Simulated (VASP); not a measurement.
Here is a VASP 6.6.1 calculation.

File INCAR:

```
SYSTEM = SiO2
PREC     = Accurate       ! precision mode
ENCUT    = 520            ! plane-wave cutoff, eV
EDIFF    = 1E-6           ! SCF threshold, eV
ISMEAR   = 0              ! smearing method
SIGMA    = 0.02           ! smearing width, eV
LREAL    = Auto         
LASPH    = .TRUE.         ! aspherical terms in the spheres
NELM     = 80             ! most SCF steps
ALGO     = Normal         ! electronic algorithm
ISIF     = 2              ! what is computed and relaxed
LWAVE    = .FALSE.        ! write WAVECAR
LCHARG   = .TRUE.         ! write CHGCAR
LELF     = .TRUE.         ! ELF
LVHAR    = .TRUE.       
NBANDS   = 63             ! bands
```

The input KPOINTS:

```
regular mesh
0
G
  6 6 4
  0 0 0
```

File POSCAR:

```
SiO2
1.0
    7.2750244854      0.0000000000      0.0000000000
   -3.6375122427      6.3003560175      0.0000000000
    0.0000000000      0.0000000000      6.9941179885
Si O
6 12
Direct
    0.5336655287      0.7668327644      0.4166666667
    0.4663344713      0.2331672356      0.9166666667
    0.2331672356      0.4663344713      0.7500000000
    0.7668327644      0.2331672356      0.5833333333
    0.7668327644      0.5336655287      0.2500000000
    0.2331672356      0.7668327644      0.0833333333
    0.6125229397      0.3874770603      0.0833333333
    0.0000000000      0.6829970840      0.1666666667
    0.7749541206      0.3874770603      0.4166666667
    0.6829970840      0.6829970840      0.3333333333
    0.3170029160      0.3170029160      0.8333333333
    0.6125229397      0.2250458794      0.7500000000
    0.2250458794      0.6125229397      0.9166666667
    0.3170029160      0.0000000000      0.0000000000
    0.0000000000      0.3170029160      0.6666666667
    0.3874770603      0.7749541206      0.2500000000
    0.3874770603      0.6125229397      0.5833333333
    0.6829970840      0.0000000000      0.5000000000
```

Potentials or basis: VASP PAW LDA potentials, release 64 (Si, O).

Run with:

```console
$ cat potpaw_LDA.64/Si/POTCAR potpaw_LDA.64/O/POTCAR > POTCAR
$ mpirun -np 1 vasp_std > vasp.out
```

(1) What does it give for the largest force?

(2) Predict the pressure.

(3) Predict the band gap on the k mesh.

## Answers

(1) 0.016 eV/Å.

(2) 0.4 GPa.

(3) 5.65 eV (least direct gap 5.81 eV).
